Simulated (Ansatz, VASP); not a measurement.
## Two plane-wave programs on CaMg2O3

```
CELL_PARAMETERS angstrom
3.14880 0.00000 0.00000
-1.57440 2.72694 0.00000
0.00000 0.00000 7.73261
ATOMIC_POSITIONS crystal
Ca 0.00000 0.00000 0.00000
Mg 0.33333 0.66667 0.34362
Mg 0.66667 0.33333 0.65638
O 0.33333 0.66667 0.81167
O 0.66667 0.33333 0.18833
O 0.00000 0.00000 0.50000
```

Change from the starting cell: species swapped into the Li3LaBi2 type (P-3m1, No. 164).

Alike in both runs: functional PBE; k mesh 12 × 12 × 4; occupations gaussian, width 0.02 eV; no spin polarisation.

Ansatz relaxed the structure, and its values are those at the end. VASP's run is a single point on that final structure, the one shown.

|  | VASP | Ansatz |
| --- | --- | --- |
| version | VASP 6.6.1 | Ansatz 0.2.0 |
| potentials or method | VASP PAW PBE potentials, release 64 (Ca_sv, Mg, O), cutoff 520 eV | scalar-relativistic, plane waves, PAW |
| valence electrons in the cell | 32 | 48 |

|  | VASP | Ansatz | Ansatz less VASP |
| --- | --- | --- | --- |
| gap on the k mesh at the Fermi level (eV) | 4.11 | 4.13 | +0.023 |
| least direct gap on the mesh (eV) | 4.11 | 4.13 | +0.023 |
| pressure (GPa) | -0.1 | 0.0 | +0.11 |
| rms of the force components (eV/Å) | 0.027 | 0.000 | -0.0266 |

VASP's potentials hold 32 valence electrons a cell and Ansatz's 48, so a difference there can come from the potentials and not from the codes.
